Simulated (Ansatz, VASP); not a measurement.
# W in VASP and in Ansatz

File INCAR:

```
  PREC = Accurate
  ENCUT = 500
  EDIFF = 1E-6
  ISMEAR = 0
  SIGMA = 0.1
  LREAL = F
  LASPH = T
  NELM = 120
  ALGO = Normal
  ISIF = 2
  LWAVE = F
  LCHARG = F
  GGA = PE
  IVDW = 12
  NBANDS = 13
  GGA_COMPAT = F
```

KPOINTS

```
regular mesh
0
Gamma
  8 8 8
```

File POSCAR:

```
W
1.0
   -1.5823450000      1.5823450000      1.5823450000
    1.5823450000     -1.5823450000      1.5823450000
    1.5823450000      1.5823450000     -1.5823450000
W
1
Direct
    0.0000000000      0.0000000000      0.0000000000
```

Input for Ansatz:

```yaml
crystal:
  lattice:
    - [-1.582345, 1.582345, 1.582345]
    - [1.582345, -1.582345, 1.582345]
    - [1.582345, 1.582345, -1.582345]
  atoms:
    - { symbol: W, position: [0.0, 0.0, 0.0] }
basis:
  ecutwfc: 420
kpoints:
  mp_grid: { grid: [8, 8, 8] }
hamiltonian:
  xc: pbe
  dispersion: d3bj
scf:
  occupations: { method: gaussian, width: 0.1 }
output:
  forces: true
  stress: true
  eigenvalues: true
```

Alike in both runs: task single point; functional PBE; dispersion D3(BJ); k mesh 8 × 8 × 8; occupations gaussian, width 0.1 eV; no spin polarisation.

|  | VASP | Ansatz |
| --- | --- | --- |
| version | VASP 6.6.1 | Ansatz 0.2.0 |
| potentials or method | VASP PAW PBE potentials, release 64 (W_sv), cutoff 500 eV | scalar-relativistic, plane waves, PAW |
| valence electrons in the cell | 14 | 14 |

Ansatz gave:

- gap on the k mesh at the Fermi level (eV): none
- pressure (GPa): -1.2

**Question.** Estimate VASP's values.

**Answer.** gap on the k mesh at the Fermi level (eV): none; pressure (GPa): -0.6.

A gap of «none» marks a metal or a gap that the smearing closes.

Neither program's run includes spin-orbit coupling.
